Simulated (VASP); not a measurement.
# PbS (zincblende type) (F-43m) in VASP: notebook, part 2 of 2

VASP 6.6.1. The steps go on from the part before.

## 5. Electric field gradients, PBE

This run uses another cell than the first one, of 36.67 Å³/atom, 1.053 times its volume.

Input file INCAR:

```
SYSTEM = PbS
PREC = Accurate ; ENCUT = 520
EDIFF = 1E-8 ; ISMEAR = -1
SIGMA = 0.03 ; LREAL = .False.
LASPH = .True. ; NELM = 60
ALGO = Normal ; ISIF = 2
LWAVE = .False. ; LCHARG = .False.
GGA = PE ; LEFG = .True.
NBANDS = 17
```

Input file KPOINTS:

```
Automatic mesh
0
Gamma
  11 11 11
  0 0 0
```

Input file POSCAR:

```
PbS
1.0
    0.0000000000      3.3222416012      3.3222416012
    3.3222416012      0.0000000000      3.3222416012
    3.3222416012      3.3222416012      0.0000000000
Pb S
1 1
Direct
    0.0000000000      0.0000000000      0.0000000000
    0.2500000000      0.2500000000      0.2500000000
```

Potentials or basis: VASP PAW PBE potentials, release 64 (Pb_d, S).

The run is started by

```
cat potpaw_PBE.64/Pb_d/POTCAR potpaw_PBE.64/S/POTCAR > POTCAR
mpirun -np 1 vasp_std > vasp.out
```

OUTCAR:

```text
SYSTEM = PbS
   PREC = Accurate
   ENCUT = 520
   EDIFF = 1E-8
   ISMEAR = -1
   LREAL = .False.
   LASPH = .True.
   NELM = 60
   ISIF = 2
   GGA = PE

 ion  position               nearest neighbor table
   1  0.000  0.000  0.000-   2 2.88   2 2.88   2 2.88   2 2.88
   2  0.250  0.250  0.250-   1 2.88   1 2.88   1 2.88   1 2.88

  LATTYP: Found a face centered cubic cell.
 ALAT       =     6.6444832024

  Lattice vectors:

 A1 = (   0.0000000000,   3.3222416012,   3.3222416012)
 A2 = (   3.3222416012,   0.0000000000,   3.3222416012)
[... 691 lines left out ...]
  ---------------------------------------------------
  free  energy   TOTEN  =        -8.4088455650 eV

  energy  without entropy=       -8.4088455602  energy(sigma->0) =       -8.40884556

 Electric field gradients (V/A^2)
---------------------------------------------------------------------
 ion       V_xx      V_yy      V_zz      V_xy      V_xz      V_yz
---------------------------------------------------------------------
   1       0.000     0.000     0.000    -0.001    -0.001    -0.001
   2      -0.000    -0.000    -0.000    -0.000    -0.000    -0.000
---------------------------------------------------------------------

 Electric field gradients after diagonalization (V/A^2)
 (convention: |V_zz| > |V_xx| > |V_yy|)
----------------------------------------------------------------------
 ion       V_xx      V_yy      V_zz     asymmetry (V_yy - V_xx)/ V_zz
----------------------------------------------------------------------
   1       0.001     0.001    -0.002       0.000
   2       0.000     0.000    -0.001       0.000
----------------------------------------------------------------------

           NMR quadrupolar parameters

 Cq : quadrupolar parameter    Cq=e*Q*V_zz/h
 eta: asymmetry parameters     (V_yy - V_xx)/ V_zz
 Q  : nuclear electric quadrupole moment in mb (millibarn)
----------------------------------------------------------------------
 ion       Cq(MHz)       eta       Q (mb)
----------------------------------------------------------------------
   1      -0.000       0.000       1.000
   2      -0.000       0.000       1.000
----------------------------------------------------------------------
```

It took 2.7 min on 1 thread of AMD EPYC 7R13, shared host; peak memory 0.21 GiB.

What came out:

```yaml
Free_energy: -8.4088 eV
Pressure: 0.0 GPa
Band_gap_on_the_k_mesh: 0.92 eV, indirect (least direct gap 1.32 eV)
```

Levels at points of the mesh, in eV from the valence-band top:
| k point | band 8 | band 9 | band 10 | band 11 | band 12 | band 13 |
| --- | --- | --- | --- | --- | --- | --- |
| (0.00, 0.00, 0.00) | -1.61 | -1.61 | -1.61 | 2.55 | 2.55 | 2.55 |

Caveat: without QUAD_EFG the Cq values of the log hold for a quadrupole moment of 1 mb, not for the nuclei; spin-orbit coupling is left out, which moves the levels of the heavy elements. A k mesh can miss the band edges.

## 6. Electric field gradients, PBE (volume scaled by 1.025)

Input file INCAR:

```
SYSTEM = PbS
  PREC = Accurate
  ENCUT = 520
  EDIFF = 1E-8
  ISMEAR = -1
  SIGMA = 0.03
  LREAL = .False.
  LASPH = .True.
  NELM = 100
  ALGO = Normal
  ISIF = 2
  LWAVE = .False.
  LCHARG = .False.
  GGA = PE
  LEFG = .True.
  NBANDS = 17
```

Input file KPOINTS:

```
regular mesh
0
Gamma
  11 11 11
  0 0 0
```

Input file POSCAR:

```
PbS
1.0
    0.0000000000      3.3496993885      3.3496993885
    3.3496993885      0.0000000000      3.3496993885
    3.3496993885      3.3496993885      0.0000000000
Pb S
1 1
Direct
    0.0000000000      0.0000000000      0.0000000000
    0.2500000000      0.2500000000      0.2500000000
```

Potentials or basis: VASP PAW PBE potentials, release 64 (Pb_d, S).

The run is started by

```
cat potpaw_PBE.64/Pb_d/POTCAR potpaw_PBE.64/S/POTCAR > POTCAR
mpirun -np 1 vasp_std > vasp.out
```

OUTCAR:

```text
SYSTEM = PbS
   PREC = Accurate
   ENCUT = 520
   EDIFF = 1E-8
   ISMEAR = -1
   LREAL = .False.
   LASPH = .True.
   NELM = 100
   ISIF = 2
   GGA = PE

 ion  position               nearest neighbor table
   1  0.000  0.000  0.000-   2 2.90   2 2.90   2 2.90   2 2.90
   2  0.250  0.250  0.250-   1 2.90   1 2.90   1 2.90   1 2.90

  LATTYP: Found a face centered cubic cell.
 ALAT       =     6.6993987770

  Lattice vectors:

 A1 = (   0.0000000000,   3.3496993885,   3.3496993885)
 A2 = (   3.3496993885,   0.0000000000,   3.3496993885)
 A3 = (   3.3496993885,   3.3496993885,   0.0000000000)

Analysis of symmetry for initial positions (statically):
=====================================================================
 Subroutine PRICEL returns:
 Original cell was already a primitive cell.

 Routine SETGRP: Setting up the symmetry group for a
 face centered cubic supercell.

 Subroutine GETGRP returns: Found 24 space group operations
 (whereof 24 operations were pure point group operations)
 out of a pool of 48 trial point group operations.

The static configuration has the point symmetry T_d .

Analysis of symmetry for dynamics (positions and initial velocities):
=====================================================================
 Subroutine PRICEL returns:
 Original cell was already a primitive cell.

 Routine SETGRP: Setting up the symmetry group for a
 face centered cubic supercell.

 Subroutine GETGRP returns: Found 24 space group operations
 (whereof 24 operations were pure point group operations)
 out of a pool of 48 trial point group operations.

The dynamic configuration has the point symmetry T_d .

[... 149 lines left out ...]
 fundamental gap:      0.9660802909
 Fermi energy:         2.9193952925

 k-point     1 :       0.0000    0.0000    0.0000
  band No.  band energies     occupation
      1     -14.1549      2.00000
      2     -14.1549      2.00000
      3     -14.1549      2.00000
      4     -14.1268      2.00000
      5     -14.1268      2.00000
      6      -9.8657      2.00000
[... 457 lines left out ...]
      4     -14.1273      2.00000
      5     -14.1243      2.00000
      6      -9.4676      2.00000
[... 9 lines left out ...]
     16      10.3898      0.00000
     17      12.6278      0.00000

 [... further k-points ...]
[... 5 lines left out ...]
  --------------------------------------------------------------------------------------
  -------------------------------------------------------------------------------------
  Total       -0.3896341     -0.3896341     -0.3896341      0.0000000      0.0000000     -0.0000000
  in kB       -8.3046253     -8.3046253     -8.3046253      0.0000000      0.0000000     -0.0000000
  external PRESSURE =      -8.3046253 kB  Pullay stress =       0.0000000 kB

 VOLUME and BASIS-vectors are now :
 -----------------------------------------------------------------------------
  energy-cutoff  :      520.00
  volume of cell :       75.17
      direct lattice vectors                 reciprocal lattice vectors
     0.000000000  3.349699388  3.349699388    -0.149267126  0.149267126  0.149267126
     3.349699388  0.000000000  3.349699388     0.149267126 -0.149267126  0.149267126
     3.349699388  3.349699388  0.000000000     0.149267126  0.149267126 -0.149267126

 POSITION                                       TOTAL-FORCE (eV/Angst)
 -----------------------------------------------------------------------------------
      0.00000      0.00000      0.00000         0.000000      0.000000      0.000000
      1.67485      1.67485      1.67485        -0.000000     -0.000000     -0.000000
 -----------------------------------------------------------------------------------
    total drift:                                0.000000      0.000000      0.000000

  FREE ENERGIE OF THE ION-ELECTRON SYSTEM (eV)
  ---------------------------------------------------
  free  energy   TOTEN  =        -8.4045350763 eV

  energy  without entropy=       -8.4045350741  energy(sigma->0) =       -8.40453508

 Electric field gradients (V/A^2)
---------------------------------------------------------------------
 ion       V_xx      V_yy      V_zz      V_xy      V_xz      V_yz
---------------------------------------------------------------------
   1      -0.000     0.000    -0.000    -0.001    -0.001    -0.001
   2      -0.000    -0.000    -0.000    -0.001    -0.001    -0.001
---------------------------------------------------------------------

 Electric field gradients after diagonalization (V/A^2)
 (convention: |V_zz| > |V_xx| > |V_yy|)
----------------------------------------------------------------------
 ion       V_xx      V_yy      V_zz     asymmetry (V_yy - V_xx)/ V_zz
----------------------------------------------------------------------
   1       0.001     0.001    -0.003       0.000
   2       0.001     0.001    -0.001       0.000
----------------------------------------------------------------------

           NMR quadrupolar parameters

 Cq : quadrupolar parameter    Cq=e*Q*V_zz/h
 eta: asymmetry parameters     (V_yy - V_xx)/ V_zz
 Q  : nuclear electric quadrupole moment in mb (millibarn)
----------------------------------------------------------------------
 ion       Cq(MHz)       eta       Q (mb)
----------------------------------------------------------------------
   1      -0.000       0.000       1.000
   2      -0.000       0.000       1.000
----------------------------------------------------------------------
```

stdout:

```text
POSCAR found type information on POSCAR PbS
 POSCAR found :  2 types and       2 ions
 scaLAPACK will be used
 LDA part: xc-table for (Slater+PW92), standard interpolation
 POSCAR, INCAR and KPOINTS ok, starting setup
 FFT: planning ... GRIDC
 FFT: planning ... GRID_SOFT
 FFT: planning ... GRID
 WAVECAR not read
 entering main loop
ion   1

ion   2
```

It took 2.9 min on 1 thread of AMD EPYC 7R13, shared host; peak memory 0.21 GiB.

What came out:

* Free energy: -8.4045 eV
* Pressure: -0.8 GPa
* Band gap on the k mesh: 0.97 eV, indirect (least direct gap 1.35 eV)

Caveat: the cell differs from its parent crystal (volume scaled by 1.025); without QUAD_EFG the Cq values of the log hold for a quadrupole moment of 1 mb, not for the nuclei; spin-orbit coupling is left out, which moves the levels of the heavy elements. A k mesh can miss the band edges.

## 7. Electric field gradients, PBE (volume scaled by 1.05)

Input file INCAR:

```
PREC = Accurate
ENCUT = 520
EDIFF = 1E-8
ISMEAR = -1
SIGMA = 0.03
LREAL = F
LASPH = T
NELM = 60
ALGO = Normal
ISIF = 2
LWAVE = F
LCHARG = F
GGA = PE
LEFG = T
NBANDS = 17
```

Input file KPOINTS:

```
regular mesh
0
Gamma
  11 11 11
```

Input file POSCAR:

```
PbS
1.0
    0.0000000000      3.3767142599      3.3767142599
    3.3767142599      0.0000000000      3.3767142599
    3.3767142599      3.3767142599      0.0000000000
Pb S
1 1
Direct
    0.0000000000      0.0000000000      0.0000000000
    0.2500000000      0.2500000000      0.2500000000
```

Potentials or basis: VASP PAW PBE potentials, release 64 (Pb_d, S).

The run is started by

```
cat potpaw_PBE.64/Pb_d/POTCAR potpaw_PBE.64/S/POTCAR > POTCAR
mpirun -np 1 vasp_std > vasp.out
```

OUTCAR:

```text
PREC = Accurate
   ENCUT = 520
   EDIFF = 1E-8
   ISMEAR = -1
   LREAL = F
   LASPH = T
   NELM = 60
   ISIF = 2
   GGA = PE

 ion  position               nearest neighbor table
   1  0.000  0.000  0.000-   2 2.92   2 2.92   2 2.92   2 2.92
   2  0.250  0.250  0.250-   1 2.92   1 2.92   1 2.92   1 2.92

  LATTYP: Found a face centered cubic cell.
 ALAT       =     6.7534285198

  Lattice vectors:

 A1 = (   0.0000000000,   3.3767142599,   3.3767142599)
 A2 = (   3.3767142599,   0.0000000000,   3.3767142599)
 A3 = (   3.3767142599,   3.3767142599,   0.0000000000)

[... 690 lines left out ...]
  free  energy   TOTEN  =        -8.3913241747 eV

  energy  without entropy=       -8.3913241737  energy(sigma->0) =       -8.39132417

 Electric field gradients (V/A^2)
---------------------------------------------------------------------
 ion       V_xx      V_yy      V_zz      V_xy      V_xz      V_yz
---------------------------------------------------------------------
   1       0.000     0.000    -0.000    -0.001    -0.001    -0.001
   2      -0.000     0.000     0.000    -0.001    -0.001    -0.001
---------------------------------------------------------------------

 Electric field gradients after diagonalization (V/A^2)
 (convention: |V_zz| > |V_xx| > |V_yy|)
----------------------------------------------------------------------
 ion       V_xx      V_yy      V_zz     asymmetry (V_yy - V_xx)/ V_zz
----------------------------------------------------------------------
   1       0.001     0.001    -0.002       0.000
   2       0.001     0.001    -0.001       0.000
----------------------------------------------------------------------

           NMR quadrupolar parameters

 Cq : quadrupolar parameter    Cq=e*Q*V_zz/h
 eta: asymmetry parameters     (V_yy - V_xx)/ V_zz
 Q  : nuclear electric quadrupole moment in mb (millibarn)
----------------------------------------------------------------------
 ion       Cq(MHz)       eta       Q (mb)
----------------------------------------------------------------------
   1      -0.000       0.000       1.000
   2      -0.000       0.000       1.000
----------------------------------------------------------------------
```

stdout:

```text
POSCAR found type information on POSCAR PbS
 POSCAR found :  2 types and       2 ions
 scaLAPACK will be used
 LDA part: xc-table for (Slater+PW92), standard interpolation
 POSCAR, INCAR and KPOINTS ok, starting setup
 FFT: planning ... GRIDC
 FFT: planning ... GRID_SOFT
 FFT: planning ... GRID
 WAVECAR not read
 entering main loop
ion   1

ion   2
```

It took 3 min on 1 thread of AMD EPYC 7R13, shared host; peak memory 0.21 GiB.

Results:

- Free energy: -8.3913 eV
- Pressure: -1.6 GPa
- Band gap on the k mesh: 1.01 eV, indirect (least direct gap 1.37 eV)

Caveat: the cell differs from its parent crystal (volume scaled by 1.05); without QUAD_EFG the Cq values of the log hold for a quadrupole moment of 1 mb, not for the nuclei; spin-orbit coupling is left out, which moves the levels of the heavy elements. A k mesh can miss the band edges.

## 8. Overview

| cell | gap on the mesh (eV) | pressure (GPa) |
| --- | --- | --- |
| a = 4.619 Å, angles 60.0°, 2 atoms | 0.79 | 2.0 |
| a = 4.659 Å, angles 60.0°, 2 atoms | 0.86 | 0.9 |
| a = 4.698 Å, angles 60.0°, 2 atoms | 0.92 | 0.0 |
| a = 4.737 Å, angles 60.0°, 2 atoms | 0.97 | -0.8 |
| a = 4.775 Å, angles 60.0°, 2 atoms | 1.01 | -1.6 |

Alike in all rows: task electric field gradients; level PBE; potentials or basis VASP PAW PBE potentials, release 64 (Pb_d, S); no spin polarisation; k mesh 11 × 11 × 11; cutoff (eV) 520; smearing fermi-dirac 0.03 eV.

Caveats: spin-orbit coupling is left out, which moves the levels of the heavy elements.

Absolute energies hang on the potentials; compare differences alone.
